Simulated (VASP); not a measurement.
Write the native input for VASP 6.6.1 that does the following.

```
Task                   : single point
Functional             : r2SCAN
Potentials or basis    : VASP PAW PBE potentials, release 64 (Ga_d, Sb)
Cutoff                 : 520 eV
k mesh                 : 8 × 8 × 8
Occupations            : fermi-dirac, width 0.02 eV
Spin                   : no spin polarisation
Dipole correction      : no
Further INCAR settings : ALGO = Normal; EDIFF = 1e-06; NBANDS = 16
```

Crystal: GaSb.

```
Ga Sb
1.0
     3.58182    0.00000    0.00000
     0.00000    3.58182    0.00000
     0.00000    0.00000    3.58182
Ga Sb
1 1
Cartesian
  0.0000 0.0000 0.0000
  1.7909 1.7909 1.7909
```

One way to write it, as run:

POSCAR

```
GaSb
1.0
    3.5818184820      0.0000000000      0.0000000000
    0.0000000000      3.5818184820      0.0000000000
    0.0000000000      0.0000000000      3.5818184820
Ga Sb
1 1
Direct
    0.0000000000      0.0000000000      0.0000000000
    0.5000000000      0.5000000000      0.5000000000
```

INCAR.step1

```
  PREC = Accurate
  ENCUT = 520
  ISMEAR = -1
  SIGMA = 0.02
  LREAL = F
  LASPH = T
  NELM = 80
  NBANDS = 16
  GGA = PE
  ALGO = Normal
  EDIFF = 1E-4
  LWAVE = T
  LCHARG = F
```

INCAR.step2

```
  PREC = Accurate
  ENCUT = 520
  EDIFF = 1E-6
  ISMEAR = -1
  SIGMA = 0.02
  LREAL = F
  LASPH = T
  NELM = 80
  ALGO = Normal
  ISIF = 2
  LWAVE = F
  LCHARG = T
  METAGGA = R2SCAN
  LMIXTAU = T
  LELF = T
  LVHAR = T
  NBANDS = 16
  ISTART = 1
```

KPOINTS

```
Automatic mesh
0
Gamma
  8 8 8
```

Potentials or basis: VASP PAW PBE potentials, release 64 (Ga_d, Sb).

Command:

```bash
$ cat potpaw_PBE.64/Ga_d/POTCAR potpaw_PBE.64/Sb/POTCAR > POTCAR
$ cp INCAR.step1 INCAR
$ mpirun -np 1 vasp_std > vasp.out
$ cp INCAR.step2 INCAR
$ mpirun -np 1 vasp_std > vasp.out
```

Results of the run:

```
Pressure               : 0.3 GPa
Band gap on the k mesh : zero (band 9 reaches 8.89 eV, above the bottom of band 10 at 4.53 eV)
```

Caveat: the PAW data sets were made with another functional, which shifts forces and pressure a little; spin-orbit coupling is left out, which moves the levels of the heavy elements.

Run time: 2.5 min on 1 thread of Intel Xeon 6975P-C (shared host), peak memory 0.18 GiB.
